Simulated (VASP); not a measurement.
# Si (I4/mmm) in VASP: further runs

The runs below take Si through single point, with LDA, PBEsol.

Program: VASP 6.6.1. These are calculated values, not measurements. Logs are shortened: lines on timing, memory, paths and dates and some standing lists are left out, and cuts for length are marked.

## Step 1: The cell of the first run

Symmetry: I4/mmm, No. 139, tetragonal system. Conventional cell: a = 6.651 Å, b = 6.651 Å, c = 3.845 Å, α = 90.00°, β = 90.00°, γ = 90.00°. Within 3.1 Å of Si (site symmetry m2m) lie 4 Si at 2.34 to 2.38 Å.

## Step 2: Single point, LDA

Contents of INCAR:

```
ALGO     = Normal         # electronic algorithm
EDIFF    = 1E-6           # SCF threshold, eV
ENCUT    = 520            # plane-wave cutoff, eV
ISIF     = 2              # what is computed and relaxed
ISMEAR   = -1             # smearing method
LASPH    = True           # aspherical terms in the spheres
LCHARG   = False          # write CHGCAR
LREAL    = False          # projectors in reciprocal space
LWAVE    = False          # write WAVECAR
NBANDS   = 16             # bands
NELM     = 80             # most SCF steps
PREC     = Accurate       # precision mode
SIGMA    = 0.05           # smearing width, eV
```

Contents of KPOINTS:

```
k-points
0
Gamma
  8 8 8
```

Contents of POSCAR:

```
Si
1.0
   -3.3254442900      3.3254442900      1.9223856600
    3.3254442900     -3.3254442900      1.9223856600
    3.3254442900      3.3254442900     -1.9223856600
Si
4
Direct
    0.8211989400      0.1788010600      0.0000000000
    0.1788010600      0.8211989400      0.0000000000
    0.8211989400      0.8211989400      0.6423978800
    0.1788010600      0.1788010600      0.3576021200
```

Potentials or basis: VASP PAW LDA potentials, release 64 (Si).

Started as:

```console
$ cat potpaw_LDA.64/Si/POTCAR > POTCAR
$ mpirun -np 1 vasp_std > vasp.out
```

OUTCAR:

```text
EDIFF = 1E-6
   ENCUT = 520
   ISIF = 2
   ISMEAR = -1
   LASPH = True
   LREAL = False
   NELM = 80
   PREC = Accurate

 ion  position               nearest neighbor table
   1  0.821  0.179  0.000-   2 2.34   2 2.34   4 2.38   3 2.38
   2  0.179  0.821  0.000-   1 2.34   1 2.34   4 2.38   3 2.38
   3  0.821  0.821  0.642-   4 2.34   4 2.34   1 2.38   2 2.38
   4  0.179  0.179  0.358-   3 2.34   3 2.34   2 2.38   1 2.38

  LATTYP: Found a body centered tetragonal cell.
 ALAT       =     6.6508885800
 C/A-ratio  =     0.5780838566

  Lattice vectors:

 A1 = (  -3.3254442900,   3.3254442900,   1.9223856600)
 A2 = (   3.3254442900,  -3.3254442900,   1.9223856600)
 A3 = (   3.3254442900,   3.3254442900,  -1.9223856600)

Analysis of symmetry for initial positions (statically):
=====================================================================
 Subroutine PRICEL returns:
 Original cell was already a primitive cell.

 Routine SETGRP: Setting up the symmetry group for a
 body centered tetragonal supercell.

 Subroutine GETGRP returns: Found 16 space group operations
 (whereof 16 operations were pure point group operations)
 out of a pool of 16 trial point group operations.

The static configuration has the point symmetry D_4h.

Analysis of symmetry for dynamics (positions and initial velocities):
=====================================================================
 Subroutine PRICEL returns:
 Original cell was already a primitive cell.

 Routine SETGRP: Setting up the symmetry group for a
 body centered tetragonal supercell.

 Subroutine GETGRP returns: Found 16 space group operations
 (whereof 16 operations were pure point group operations)
 out of a pool of 16 trial point group operations.

The dynamic configuration has the point symmetry D_4h.

 Subroutine INISYM returns: Found 16 space group operations
 (whereof 16 operations are pure point group operations),
 and found     1 'primitive' translations

----------------------------------------------------------------------------------------

                                     Primitive cell

  volume of cell :      85.0354

  direct lattice vectors                    reciprocal lattice vectors
    -3.325444290  3.325444290  1.922385660     0.000000000  0.150355849  0.260093492
     3.325444290 -3.325444290  1.922385660     0.150355849  0.000000000  0.260093492
     3.325444290  3.325444290 -1.922385660     0.150355849  0.150355849  0.000000000

  length of vectors
     5.080622607  5.080622607  5.080622607     0.300425542  0.300425542  0.212635281

  position of ions in fractional coordinates (direct lattice)
     0.821198940  0.178801060  0.000000000
     0.178801060  0.821198940  0.000000000
[... 87 lines left out ...]
   ISIF   =      2    stress and relaxation
   ISYM   =      2    0-nonsym 1-usesym 2-fastsym
   POTIM  = 0.5000    time-step for ionic-motion
   TEBEG  =    0.0;   TEEND  =   0.0 temperature during run
   PSTRESS=    0.0 pullay stress
   NELECT =      16.0000    total number of electrons
   NUPDOWN=      -1.0000    fix difference up-down
   EMIN   =  10.00;   EMAX   =-10.00  energy-range for DOS
   EFERMI =   0.00;   METHOD = LEGACY
   ISMEAR =    -1;   SIGMA  =   0.05  broadening in eV -4-tet -1-fermi 0-gaus
   EFERMI_NEDOS =   21; number of points for ismear=-14 and -15
   IALGO  =     38    algorithm
   IMIX   =      4    mixing-type and parameters
     AMIX     =   0.40;   BMIX     =  1.00
     AMIX_MAG =   1.60;   BMIX_MAG =  1.00
  volume/ion in A,a.u.               =      21.26       143.46
  Fermi-wavevector in a.u.,A,eV,Ry     =   0.938098  1.772748 11.973506  0.880028
  Thomas-Fermi vector in A             =   2.065276
   LORBIT       =      0    0 simple, 1 ext, 2 COOP (PROOUT), +10 PAW based schemes
   GGA     = CA    functional components
   LHFCALC =     F    Hartree Fock is set to
   AEXX    =    0.0000 exact exchange contribution
   IVDW    =     0    specifies the selected vdW correction
   LEPSILON=     F    determine dielectric tensor
   LRPA    =     F    only Hartree local field effects (RPA)
 non-spin polarized calculation
  energy-cutoff  :      520.00
  volume of cell :       85.04
 maximum number of plane-waves:      2319
 NGX is ok and might be reduce to    40
   NGX = 19   NGY = 19   NGZ = 19

 number of electron      16.0000000 magnetization

 Free energy of the ion-electron system (eV)
  ---------------------------------------------------
  ext. energy  EPLUGINS =         0.00000000
  ---------------------------------------------------
  free energy    TOTEN  =       -23.37075684 eV

  energy without entropy =      -23.37020318  energy(sigma->0) =      -23.37048001

 E-fermi :   5.4506     XC(G=0):  -9.3057

 val. band max:        5.3783495133   @ k =   0.5000   0.5000   0.5000
 cond. band min:       5.5290388268   @ k =   0.2500   0.2500   0.2500
 fundamental gap:      0.1506893135
 Fermi energy:         5.4505608664

 k-point     1 :       0.0000    0.0000    0.0000
  band No.  band energies     occupation
      1      -6.6598      2.00000
      2      -2.4360      2.00000
      3      -0.1957      2.00000
      4      -0.1957      2.00000
      5       1.6129      2.00000
      6       3.8953      2.00000
[... 433 lines left out ...]
      3      -2.3297      2.00000
      4      -1.1626      2.00000
      5       1.4807      2.00000
      6       2.5255      2.00000
[... 8 lines left out ...]
     15      12.6569      0.00000
     16      13.6652      0.00000

 [... further k-points ...]

------------------------ aborting loop because EDIFF is reached ----------------------------------------

  FORCE on cell =-STRESS in cart. coord.  units (eV):
  Direction    XX          YY          ZZ          XY          YZ          ZX
  --------------------------------------------------------------------------------------
  -------------------------------------------------------------------------------------
  Total       -0.9241125     -0.9241125     -1.0431765      0.0000000      0.0000000      0.0000000
  in kB      -17.4114743    -17.4114743    -19.6547954      0.0000000      0.0000000      0.0000000
  external PRESSURE =     -18.1592480 kB  Pullay stress =       0.0000000 kB

 VOLUME and BASIS-vectors are now :
 -----------------------------------------------------------------------------
  energy-cutoff  :      520.00
  volume of cell :       85.04
      direct lattice vectors                 reciprocal lattice vectors
    -3.325444290  3.325444290  1.922385660     0.000000000  0.150355849  0.260093492
     3.325444290 -3.325444290  1.922385660     0.150355849  0.000000000  0.260093492
     3.325444290  3.325444290 -1.922385660     0.150355849  0.150355849  0.000000000

 POSITION                                       TOTAL-FORCE (eV/Angst)
 -----------------------------------------------------------------------------------
     -2.13626      2.13626      1.92239        -0.014894      0.014894      0.000000
      2.13626     -2.13626      1.92239         0.014894     -0.014894     -0.000000
      2.13626      2.13626      1.92239         0.014894      0.014894     -0.000000
      1.18919      1.18919     -0.00000        -0.014894     -0.014894     -0.000000
 -----------------------------------------------------------------------------------
    total drift:                               -0.000000     -0.000000      0.000000

  FREE ENERGIE OF THE ION-ELECTRON SYSTEM (eV)
  ---------------------------------------------------
  free  energy   TOTEN  =       -23.3707568387 eV

  energy  without entropy=      -23.3702031786  energy(sigma->0) =      -23.37048001
```

It took 2.2 min on 1 thread of Intel Xeon 8259CL, shared host; peak memory 0.21 GiB.

Results:

- Free energy: -23.3708 eV
- Pressure: -1.8 GPa
- Largest force: 0.021 eV/Å
- Band gap on the k mesh: 0.15 eV (least direct gap 0.28 eV)

Forces in eV/Å, atoms in the order of the input:
```
Si  -0.015  0.015  0.000
Si   0.015 -0.015  0.000
Si   0.015  0.015  0.000
Si  -0.015 -0.015  0.000
```

Caveat: semilocal functionals underestimate gaps, and a narrow one can read as zero. A k mesh can miss the band edges.

## Step 3: Single point, PBEsol

Contents of INCAR:

```
PREC = Accurate ; ENCUT = 520
EDIFF = 1E-6 ; ISMEAR = -1
SIGMA = 0.05 ; LREAL = F
LASPH = T ; NELM = 60
ALGO = Normal ; ISIF = 2
LWAVE = F ; LCHARG = F
GGA = PS ; NBANDS = 16
```

Contents of KPOINTS:

```
Automatic mesh
0
Gamma
  8 8 8
```

POSCAR is that of step 2.

Potentials or basis: VASP PAW PBE potentials, release 64 (Si).

Started as:

```console
$ cat potpaw_PBE.64/Si/POTCAR > POTCAR
$ mpirun -np 1 vasp_std > vasp.out
```

Run time: 2.1 min. Hardware: 1 thread of Intel Xeon 8259CL, shared host; peak memory 0.25 GiB.

The run converged. Its results:

- Free energy: -22.5449 eV
- Pressure: -0.2 GPa
- Largest force: 0.011 eV/Å
- Band gap on the k mesh: 0.16 eV (least direct gap 0.28 eV)

Forces on the atoms (eV/Å):
```
Si  -0.008  0.008  0.000
Si   0.008 -0.008  0.000
Si   0.008  0.008  0.000
Si  -0.008 -0.008  0.000
```

Stress tensor (GPa, compression positive):
```
-0.20  0.00  0.00
 0.00 -0.20  0.00
 0.00  0.00 -0.30
```

Levels at points of the mesh, in eV from the valence-band top:
```csv
k point,band 5,band 6,band 7,band 8,band 9,band 10,band 11,band 12
"(0.00, 0.00, 0.00)",-3.80,-1.50,-1.50,-0.57,1.37,1.53,1.53,2.24
"(0.50, 0.00, 0.00)",-4.39,-3.54,-2.40,-1.43,0.75,2.30,2.94,3.43
"(0.50, 0.50, 0.00)",-2.87,-2.02,-1.92,-1.63,1.54,1.83,1.88,3.92
"(0.50, 0.50, 0.50)",-2.96,-0.22,0.00,0.00,0.28,3.18,3.44,3.97
```

Caveat: semilocal functionals underestimate gaps, and a narrow one can read as zero; the PAW data sets were made with another functional, which shifts forces and pressure a little. A k mesh can miss the band edges.

## Step 4: Single point, LDA

This run uses another cell than the first one, of 21.68 Å³/atom.

Contents of INCAR:

```
SYSTEM = Si
ALGO     = Normal         ! electronic algorithm
EDIFF    = 1E-6           ! SCF threshold, eV
ENCUT    = 520            ! plane-wave cutoff, eV
GGA      = CA             ! functional
ISIF     = 2              ! what is computed and relaxed
ISMEAR   = -1             ! smearing method
LASPH    = .TRUE.         ! aspherical terms in the spheres
LCHARG   = .FALSE.        ! write CHGCAR
LREAL    = .FALSE.        ! projectors in reciprocal space
LWAVE    = .FALSE.        ! write WAVECAR
NBANDS   = 16             ! bands
NELM     = 100            ! most SCF steps
PREC     = Accurate       ! precision mode
SIGMA    = 0.05           ! smearing width, eV
```

Contents of KPOINTS:

```
k-points
0
G
  8 8 8
  0 0 0
```

Contents of POSCAR:

```
Si
1.0
   -3.3474677417      3.3474677417      1.9351170619
    3.3474677417     -3.3474677417      1.9351170619
    3.3474677417      3.3474677417     -1.9351170619
Si
4
Direct
    0.8211989400      0.1788010600      0.0000000000
    0.1788010600      0.8211989400      0.0000000000
    0.8211989400      0.8211989400      0.6423978800
    0.1788010600      0.1788010600      0.3576021200
```

Potentials or basis: VASP PAW LDA potentials, release 64 (Si).

Started as:

```console
$ cat potpaw_LDA.64/Si/POTCAR > POTCAR
$ mpirun -np 1 vasp_std > vasp.out
```

Wall time 2.3 min (1 thread of Intel Xeon 8259CL, shared host); peak memory 0.21 GiB.

It converged, with:

- Free energy: -23.3433 eV
- Pressure: -3.4 GPa
- Largest force: 0.048 eV/Å
- Band gap on the k mesh: 0.15 eV (least direct gap 0.30 eV)

Forces in eV/Å, atoms in the order of the input:
```
Si  -0.034  0.034  0.000
Si   0.034 -0.034  0.000
Si   0.034  0.034  0.000
Si  -0.034 -0.034  0.000
```

Stress tensor (GPa, compression positive):
```
-3.26  0.00  0.00
 0.00 -3.26  0.00
 0.00  0.00 -3.56
```

Levels at points of the mesh, in eV from the valence-band top:
```tsv
k point	band 5	band 6	band 7	band 8	band 9	band 10	band 11	band 12
(0.00, 0.00, 0.00)	-3.68	-1.46	-1.46	-0.53	1.42	1.46	1.46	2.26
(0.50, 0.00, 0.00)	-4.26	-3.44	-2.33	-1.40	0.78	2.27	2.95	3.46
(0.50, 0.50, 0.00)	-2.78	-1.96	-1.86	-1.59	1.52	1.84	1.86	3.88
(0.50, 0.50, 0.50)	-2.88	-0.22	0.00	0.00	0.30	2.83	3.41	3.97
```

Caveat: the cell stands under tension; semilocal functionals underestimate gaps, and a narrow one can read as zero. A k mesh can miss the band edges.

(Continued in part 2 of 2.)
